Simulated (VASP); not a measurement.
# BaAgF3 (Pm-3m) in VASP: notebook

BaAgF3 is run at these levels: PBE; tasks: single point, relaxation of cell and atoms.

All numbers are computed with VASP 6.6.1; they aren't measurements. Logs are shortened: lines on timing, memory, paths and dates and some standing lists are left out, and cuts for length are marked.

## 1. The cell of the first run

It takes space group Pm-3m (No. 221, cubic). The conventional cell has a = 4.579 Å, b = 4.579 Å, c = 4.579 Å, α = 90.00°, β = 90.00°, γ = 90.00°. Within 4.3 Å of Ba (site symmetry m-3m) lie 12 F at 3.24 Å and 8 Ag at 3.97 Å. Ag (site symmetry m-3m) has 6 F at 2.29 Å within 3.0 Å. F (site symmetry 4/mmm) has 2 Ag at 2.29 Å within 3.0 Å.

## 2. Single point, PBE

File INCAR:

```
PREC     = Accurate       # precision mode
ENCUT    = 520            # plane-wave cutoff, eV
EDIFF    = 1E-6           # SCF threshold, eV
ISMEAR   = 0              # smearing method
SIGMA    = 0.02           # smearing width, eV
LREAL    = F              # projectors in reciprocal space
LASPH    = T              # aspherical terms in the spheres
NELM     = 100            # most SCF steps
ALGO     = Normal         # electronic algorithm
ISIF     = 2              # what is computed and relaxed
LWAVE    = F              # write WAVECAR
LCHARG   = F              # write CHGCAR
GGA      = PE             # functional
NBANDS   = 29             # bands
```

File KPOINTS:

```
Automatic mesh
0
Gamma
  8 8 8
```

File POSCAR:

```
BaAgF3
1.0
    4.5791502339      0.0000000000      0.0000000000
    0.0000000000      4.5791502339      0.0000000000
    0.0000000000      0.0000000000      4.5791502339
Ba Ag F
1 1 3
Direct
    0.0000000000      0.0000000000      0.0000000000
    0.5000000000      0.5000000000      0.5000000000
    0.0000000000      0.5000000000      0.5000000000
    0.5000000000      0.5000000000      0.0000000000
    0.5000000000      0.0000000000      0.5000000000
```

Potentials or basis: VASP PAW PBE potentials, release 64 (Ba_sv, Ag, F).

Started as:

```
> cat potpaw_PBE.64/Ba_sv/POTCAR potpaw_PBE.64/Ag/POTCAR potpaw_PBE.64/F/POTCAR > POTCAR
> mpirun -np 1 vasp_std > vasp.out
```

OUTCAR:

```text
PREC = Accurate
   ENCUT = 520
   EDIFF = 1E-6
   ISMEAR = 0
   LREAL = F
   LASPH = T
   NELM = 100
   ISIF = 2
   GGA = PE

 ion  position               nearest neighbor table
   1  0.000  0.000  0.000-   3 3.24   4 3.24   5 3.24   3 3.24   5 3.24   3 3.24   4 3.24   3 3.24
                             4 3.24   5 3.24   5 3.24   4 3.24   2 3.97   2 3.97   2 3.97   2 3.97
   2  0.500  0.500  0.500-   3 2.29   4 2.29   5 2.29   4 2.29   5 2.29   3 2.29   1 3.97   1 3.97
                             1 3.97   1 3.97   1 3.97   1 3.97   1 3.97   1 3.97
   3  0.000  0.500  0.500-   2 2.29   2 2.29   1 3.24   1 3.24   1 3.24   1 3.24
   4  0.500  0.500  0.000-   2 2.29   2 2.29   1 3.24   1 3.24   1 3.24   1 3.24
   5  0.500  0.000  0.500-   2 2.29   2 2.29   1 3.24   1 3.24   1 3.24   1 3.24

  LATTYP: Found a simple cubic cell.
 ALAT       =     4.5791502339

  Lattice vectors:

 A1 = (   4.5791502339,   0.0000000000,   0.0000000000)
 A2 = (   0.0000000000,   4.5791502339,   0.0000000000)
 A3 = (   0.0000000000,   0.0000000000,   4.5791502339)

Analysis of symmetry for initial positions (statically):
=====================================================================
 Subroutine PRICEL returns:
 Original cell was already a primitive cell.

 Routine SETGRP: Setting up the symmetry group for a
 simple cubic supercell.

 Subroutine GETGRP returns: Found 48 space group operations
 (whereof 48 operations were pure point group operations)
 out of a pool of 48 trial point group operations.

The static configuration has the point symmetry O_h .

Analysis of symmetry for dynamics (positions and initial velocities):
=====================================================================
 Subroutine PRICEL returns:
 Original cell was already a primitive cell.

 Routine SETGRP: Setting up the symmetry group for a
 simple cubic supercell.

 Subroutine GETGRP returns: Found 48 space group operations
 (whereof 48 operations were pure point group operations)
 out of a pool of 48 trial point group operations.

The dynamic configuration has the point symmetry O_h .

 Subroutine INISYM returns: Found 48 space group operations
 (whereof 48 operations are pure point group operations),
 and found     1 'primitive' translations

----------------------------------------------------------------------------------------

                                     Primitive cell

  volume of cell :      96.0184

  direct lattice vectors                    reciprocal lattice vectors
     4.579150234  0.000000000  0.000000000     0.218381129  0.000000000  0.000000000
     0.000000000  4.579150234  0.000000000     0.000000000  0.218381129  0.000000000
     0.000000000  0.000000000  4.579150234     0.000000000  0.000000000  0.218381129

  length of vectors
     4.579150234  4.579150234  4.579150234     0.218381129  0.218381129  0.218381129

  position of ions in fractional coordinates (direct lattice)
     0.000000000  0.000000000  0.000000000
     0.500000000  0.500000000  0.500000000
     0.000000000  0.500000000  0.500000000
     0.500000000  0.500000000  0.000000000
     0.500000000  0.000000000  0.500000000

  ion indices of the primitive-cell ions
   primitive index   ion index
                 1           1
                 2           2
                 3           3
                 4           4
                 5           5

----------------------------------------------------------------------------------------

 KPOINTS: Automatic mesh

Automatic generation of k-mesh.
 Grid dimensions read from file:
 generate k-points for:    8    8    8

 Generating k-lattice:

  Cartesian coordinates                     Fractional coordinates (reciprocal lattice)
     0.027297641  0.000000000  0.000000000     0.125000000  0.000000000  0.000000000
     0.000000000  0.027297641  0.000000000     0.000000000  0.125000000  0.000000000
     0.000000000  0.000000000  0.027297641     0.000000000  0.000000000  0.125000000

  Length of vectors
     0.027297641  0.027297641  0.027297641

[... 54 lines left out ...]
      2     -20.1651      2.00000
      3     -19.9710      2.00000
      4     -19.9667      2.00000
      5     -11.1758      2.00000
      6     -11.1624      2.00000
[... 21 lines left out ...]
     28       9.2688      0.00000
     29      12.0740      0.00000

 k-point     3 :       0.2500    0.0000    0.0000
  band No.  band energies     occupation
      1     -26.1613      2.00000
      2     -20.1500      2.00000
      3     -19.9804      2.00000
      4     -19.9656      2.00000
      5     -11.1986      2.00000
      6     -11.1533      2.00000
[... 21 lines left out ...]
     28       9.0335      0.00000
     29      12.1203      0.00000

 k-point     4 :       0.3750    0.0000    0.0000
  band No.  band energies     occupation
      1     -26.1568      2.00000
      2     -20.1347      2.00000
      3     -19.9907      2.00000
      4     -19.9650      2.00000
      5     -11.2212      2.00000
      6     -11.1442      2.00000
[... 21 lines left out ...]
     28       8.7647      0.00000
     29      11.4498      0.00000

 k-point     5 :       0.5000    0.0000    0.0000
  band No.  band energies     occupation
      1     -26.1549      2.00000
      2     -20.1281      2.00000
      3     -19.9950      2.00000
      4     -19.9644      2.00000
      5     -11.2304      2.00000
      6     -11.1403      2.00000
[... 21 lines left out ...]
     28       8.6878      0.00000
     29      10.8051      0.00000
[... 510 lines left out ...]
     28       9.2141      0.00000
     29      10.6964      0.00000

 k-point    22 :       0.5000    0.2500    0.1250
  band No.  band energies     occupation
      1     -26.1482      2.00000
      2     -20.0848      2.00000
      3     -20.0002      2.00000
      4     -19.9771      2.00000
      5     -11.2540      2.00000
      6     -11.2078      2.00000
[... 21 lines left out ...]
     28       8.7064      0.00000
     29      10.6188      0.00000

 k-point    23 :       0.3750    0.3750    0.1250
  band No.  band energies     occupation
      1     -26.1461      2.00000
      2     -20.0682      2.00000
      3     -19.9987      2.00000
      4     -19.9865      2.00000
      5     -11.2562      2.00000
      6     -11.2427      2.00000
[... 21 lines left out ...]
     28       9.5912      0.00000
     29       9.9913      0.00000

 k-point    24 :       0.5000    0.3750    0.1250
  band No.  band energies     occupation
      1     -26.1446      2.00000
      2     -20.0541      2.00000
      3     -20.0030      2.00000
      4     -19.9910      2.00000
      5     -11.2669      2.00000
      6     -11.2535      2.00000
[... 21 lines left out ...]
     28       8.8145      0.00000
     29      10.2314      0.00000

 [... further k-points ...]

------------------------ aborting loop because EDIFF is reached ----------------------------------------

  FORCE on cell =-STRESS in cart. coord.  units (eV):
  Direction    XX          YY          ZZ          XY          YZ          ZX
  --------------------------------------------------------------------------------------
  -------------------------------------------------------------------------------------
  Total       -0.0036137     -0.0036137     -0.0036137     -0.0000000      0.0000000     -0.0000000
  in kB       -0.0602982     -0.0602982     -0.0602982     -0.0000000      0.0000000     -0.0000000
  external PRESSURE =      -0.0602982 kB  Pullay stress =       0.0000000 kB

 VOLUME and BASIS-vectors are now :
 -----------------------------------------------------------------------------
  energy-cutoff  :      520.00
  volume of cell :       96.02
      direct lattice vectors                 reciprocal lattice vectors
     4.579150234  0.000000000  0.000000000     0.218381129  0.000000000  0.000000000
     0.000000000  4.579150234  0.000000000     0.000000000  0.218381129  0.000000000
     0.000000000  0.000000000  4.579150234     0.000000000  0.000000000  0.218381129

 POSITION                                       TOTAL-FORCE (eV/Angst)
 -----------------------------------------------------------------------------------
      0.00000      0.00000      0.00000         0.000000      0.000000      0.000000
      2.28958      2.28958      2.28958         0.000000      0.000000      0.000000
      0.00000      2.28958      2.28958         0.000000      0.000000      0.000000
      2.28958      2.28958      0.00000         0.000000      0.000000      0.000000
      2.28958      0.00000      2.28958         0.000000      0.000000      0.000000
 -----------------------------------------------------------------------------------
    total drift:                                0.000000      0.000000      0.000000

  FREE ENERGIE OF THE ION-ELECTRON SYSTEM (eV)
  ---------------------------------------------------
  free  energy   TOTEN  =       -21.8899315640 eV

  energy  without entropy=      -21.8899315640  energy(sigma->0) =      -21.88993156
```

Run time: 44 s. Hardware: 1 thread of Intel Xeon 6975P-C (Granite Rapids), shared host; peak memory 0.26 GiB.

Results:

```
Free energy            : -21.8899 eV
Pressure               : 0.0 GPa
Band gap on the k mesh : 0.26 eV (least direct gap 2.13 eV)
```

Caveat: semilocal functionals underestimate gaps, and a narrow one can read as zero; spin-orbit coupling is left out, which moves the levels of the heavy elements.

## 3. Relaxation of cell and atoms, PBE

This run uses another cell than the first one, of 19.28 Å³/atom.

File INCAR:

```
SYSTEM = BaAgF3
PREC     = Accurate       ! precision mode
ENCUT    = 600            ! plane-wave cutoff, eV
EDIFF    = 1E-6           ! SCF threshold, eV
ISMEAR   = 0              ! smearing method
SIGMA    = 0.02           ! smearing width, eV
LREAL    = .False.        ! projectors in reciprocal space
LASPH    = .True.         ! aspherical terms in the spheres
NELM     = 100            ! most SCF steps
ALGO     = Normal         ! electronic algorithm
ISIF     = 3              ! what is computed and relaxed
LWAVE    = .False.        ! write WAVECAR
LCHARG   = .False.        ! write CHGCAR
GGA      = PE             ! functional
IBRION   = 2              ! ionic algorithm
NSW      = 100            ! ionic steps
EDIFFG   = -0.005         ! ionic threshold
```

File KPOINTS:

```
regular mesh
0
Gamma
  8 8 8
  0 0 0
```

Edit POSCAR of step 2 so:

```diff
@@ -2,5 +2,5 @@
 1.0
-    4.5791502339      0.0000000000      0.0000000000
-    0.0000000000      4.5791502339      0.0000000000
-    0.0000000000      0.0000000000      4.5791502339
+    4.5851770355      0.0000000000      0.0000000000
+    0.0000000000      4.5851770355      0.0000000000
+    0.0000000000      0.0000000000      4.5851770355
 Ba Ag F
```

Potentials or basis: VASP PAW PBE potentials, release 64 (Ba_sv, Ag, F).

Started as:

```
> cat potpaw_PBE.64/Ba_sv/POTCAR potpaw_PBE.64/Ag/POTCAR potpaw_PBE.64/F/POTCAR > POTCAR
> mpirun -np 1 vasp_std > vasp.out
```

Wall time 97 s (1 thread of Intel Xeon 6975P-C (Granite Rapids), shared host); peak memory 0.31 GiB.

The run converged. Its results:

```
Free energy                           : -21.8962 eV
Relaxed volume                        : 19.19 Å³/atom
Relaxed cell                          : a = 4.578 Å, b = 4.578 Å, c = 4.578 Å, α = 90.00°, β = 90.00°, γ = 90.00°
Space group after relaxing (to 0.1 Å) : Pm-3m (No. 221)
Energy gained by relaxing             : 0.1 meV/atom
Ionic steps                           : 2
Pressure after relaxing               : 0.0 GPa
Band gap on the k mesh                : 0.26 eV (least direct gap 2.12 eV)
```

Step by step:
| step | energy change (eV) | largest force (eV/Å) | pressure (GPa) | volume (Å³) |
| --- | --- | --- | --- | --- |
| 1 | 0.0000 | 0.0000 | -0.26 | 96.40 |
| 2 | -0.0004 | 0.0000 | -0.04 | 95.96 |

Final structure:
```cif
data_structure
_symmetry_space_group_name_H-M 'P 1'
_symmetry_Int_Tables_number 1
_cell_length_a 4.5782
_cell_length_b 4.5782
_cell_length_c 4.5782
_cell_angle_alpha 90.000
_cell_angle_beta 90.000
_cell_angle_gamma 90.000
_cell_volume 95.96
loop_
_atom_site_label
_atom_site_type_symbol
_atom_site_fract_x
_atom_site_fract_y
_atom_site_fract_z
_atom_site_occupancy
Ba1 Ba 0.00000 0.00000 0.00000 1
Ag1 Ag 0.50000 0.50000 0.50000 1
F1 F 0.00000 0.50000 0.50000 1
F2 F 0.50000 0.50000 0.00000 1
F3 F 0.50000 0.00000 0.50000 1
```

Levels at points of the mesh, in eV from the valence-band top:
```
           k point  band 18  band 19  band 20  band 21  band 22  band 23  band 24  band 25
(0.00, 0.00, 0.00)    -2.50    -2.50    -1.98    -1.98     0.26     1.59     1.59     3.73
(0.50, 0.00, 0.00)    -2.02    -2.02    -1.96    -1.03     2.15     2.30     3.32     3.73
(0.50, 0.50, 0.00)    -2.02    -1.78    -1.61     0.00     2.38     2.86     3.95     3.95
(0.50, 0.50, 0.50)    -1.76    -1.76     0.00     0.00     2.12     2.12     2.12     4.57
```

Caveat: semilocal functionals underestimate gaps, and a narrow one can read as zero; spin-orbit coupling is left out, which moves the levels of the heavy elements.

## 4. Single point, PBE

This run uses another cell than the first one, of 19.28 Å³/atom.

File INCAR:

```
PREC = Accurate
ENCUT = 520
EDIFF = 1E-6
ISMEAR = 0
SIGMA = 0.1
LREAL = False
LASPH = True
NELM = 100
ALGO = Normal
ISIF = 2
LWAVE = False
LCHARG = True
GGA = PE
LELF = True
LVHAR = True
NBANDS = 29
```

File KPOINTS:

```
Automatic mesh
0
Gamma
  6 6 6
```

POSCAR is that of step 3.

Started as:

```
> cat potpaw_PBE.64/Ba_sv/POTCAR potpaw_PBE.64/Ag/POTCAR potpaw_PBE.64/F/POTCAR > POTCAR
> mpirun -np 1 vasp_std > vasp.out
```

Run time: 31 s. Hardware: 1 thread of Intel Xeon 6975P-C (Granite Rapids), shared host; peak memory 0.23 GiB.

Results (log left out):

| Item | Value |
| --- | --- |
| Free energy | -21.8903 eV |
| Pressure | -0.2 GPa |
| Band gap on the k mesh | 0.27 eV (least direct gap 2.14 eV) |

Levels at points of the mesh, in eV from the valence-band top:
```
           k point  band 17  band 18  band 19  band 20  band 21  band 22  band 23  band 24  band 25  band 26
(0.00, 0.00, 0.00)    -2.48    -2.48    -2.48    -1.97    -1.97     0.27     1.61     1.61     3.73     3.73
(0.50, 0.00, 0.00)    -2.46    -2.01    -2.01    -1.95    -1.02     2.16     2.31     3.31     3.72     3.76
(0.50, 0.50, 0.00)    -2.01    -2.01    -1.77    -1.60     0.00     2.39     2.87     3.95     3.95     4.73
(0.50, 0.50, 0.50)    -1.75    -1.75    -1.75     0.00     0.00     2.14     2.14     2.14     4.57     4.57
```

Caveat: semilocal functionals underestimate gaps, and a narrow one can read as zero; spin-orbit coupling is left out, which moves the levels of the heavy elements.

## 5. Relaxation of cell and atoms, PBE

This run uses another cell than the first one, of 13.72 Å³/atom.

File INCAR:

```
SYSTEM = BaAgF3
PREC = Accurate ; ENCUT = 600
EDIFF = 1E-6 ; ISMEAR = 0
SIGMA = 0.1 ; LREAL = .False.
LASPH = .True. ; NELM = 100
ALGO = Normal ; ISIF = 3
LWAVE = .False. ; LCHARG = .False.
GGA = PE ; IBRION = 2
NSW = 100 ; EDIFFG = -0.05
```

File KPOINTS:

```
regular mesh
0
Gamma
  6 6 6
  0 0 0
```

Edit POSCAR of step 4 so:

```diff
@@ -2,5 +2,5 @@
 1.0
-    4.5851770355      0.0000000000      0.0000000000
-    0.0000000000      4.5851770355      0.0000000000
-    0.0000000000      0.0000000000      4.5851770355
+    4.0941160958      0.0000000000      0.0000000000
+    0.0000000000      4.0941160958      0.0000000000
+    0.0000000000      0.0000000000      4.0941160958
 Ba Ag F
```

Started as:

```
> cat potpaw_PBE.64/Ba_sv/POTCAR potpaw_PBE.64/Ag/POTCAR potpaw_PBE.64/F/POTCAR > POTCAR
> mpirun -np 1 vasp_std > vasp.out
```

Run time: 84 s. Hardware: 1 thread of Intel Xeon 6975P-C (Granite Rapids), shared host; peak memory 0.24 GiB.

The run converged. Its results:

```
Free energy                           : -21.8392 eV
Relaxed volume                        : 19.08 Å³/atom
Relaxed cell                          : a = 4.569 Å, b = 4.569 Å, c = 4.569 Å, α = 90.00°, β = 90.00°, γ = 90.00°
Space group after relaxing (to 0.1 Å) : Pm-3m (No. 221)
Energy gained by relaxing             : 491.9 meV/atom
Ionic steps                           : 4
Pressure after relaxing               : -0.1 GPa
Band gap on the k mesh                : 0.25 eV (least direct gap 2.11 eV)
```

The path:
| step | energy change (eV) | largest force (eV/Å) | pressure (GPa) | volume (Å³) |
| --- | --- | --- | --- | --- |
| 1 | 0.0000 | 0.0000 | 39.89 | 68.62 |
| 2 | -2.1735 | 0.0000 | -6.41 | 108.47 |
| 3 | -2.4573 | 0.0000 | 0.69 | 94.23 |
| 4 | -2.4596 | 0.0000 | -0.07 | 95.39 |

Final structure:
```cif
data_structure
_symmetry_space_group_name_H-M 'P 1'
_symmetry_Int_Tables_number 1
_cell_length_a 4.5692
_cell_length_b 4.5692
_cell_length_c 4.5692
_cell_angle_alpha 90.000
_cell_angle_beta 90.000
_cell_angle_gamma 90.000
_cell_volume 95.39
loop_
_atom_site_label
_atom_site_type_symbol
_atom_site_fract_x
_atom_site_fract_y
_atom_site_fract_z
_atom_site_occupancy
Ba1 Ba 0.00000 0.00000 0.00000 1
Ag1 Ag 0.50000 0.50000 0.50000 1
F1 F 0.00000 0.50000 0.50000 1
F2 F 0.50000 0.50000 0.00000 1
F3 F 0.50000 0.00000 0.50000 1
```

Levels at points of the mesh, in eV from the valence-band top:
```tsv
k point	band 17	band 18	band 19	band 20	band 21	band 22	band 23	band 24	band 25
(0.00, 0.00, 0.00)	-2.53	-2.53	-2.53	-1.99	-1.99	0.25	1.57	1.57	3.72
(0.50, 0.00, 0.00)	-2.50	-2.04	-2.04	-1.98	-1.04	2.14	2.28	3.33	3.71
(0.50, 0.50, 0.00)	-2.04	-2.04	-1.79	-1.62	0.00	2.38	2.85	3.95	3.95
(0.50, 0.50, 0.50)	-1.77	-1.77	-1.77	0.00	0.00	2.11	2.11	2.11	4.57
```

Caveat: the volume moved by over 15 % at a fixed basis, so the end points are rough; semilocal functionals underestimate gaps, and a narrow one can read as zero; spin-orbit coupling is left out, which moves the levels of the heavy elements. A k mesh can miss the band edges.

## 6. Overview

| task | cell | k mesh | cutoff (eV) | smearing | gap on the mesh (eV) | pressure (GPa) | relaxed volume (Å³/atom) |
| --- | --- | --- | --- | --- | --- | --- | --- |
| single point | a = 4.579 Å, 5 atoms | 8 × 8 × 8 | 520 | gaussian 0.02 eV | 0.26 | 0.0 | - |
| relaxation of cell and atoms | relaxed from a = 4.585 Å, 5 atoms | 8 × 8 × 8 | 600 | gaussian 0.02 eV | 0.26 | 0.0 | 19.19 |
| single point | a = 4.585 Å, 5 atoms | 6 × 6 × 6 | 520 | gaussian 0.1 eV | 0.27 | -0.2 | - |
| relaxation of cell and atoms | relaxed from a = 4.094 Å, 5 atoms | 6 × 6 × 6 | 600 | gaussian 0.1 eV | 0.25 | -0.1 | 19.08 |

Alike in all rows: level PBE; potentials or basis VASP PAW PBE potentials, release 64 (Ba_sv, Ag, F); no spin polarisation.

Caveats: semilocal functionals underestimate gaps, and a narrow one can read as zero; spin-orbit coupling is left out, which moves the levels of the heavy elements; the volume moved by over 15 % at a fixed basis, so the end points are rough (at least some runs).

Absolute energies hang on the potentials; compare differences alone.
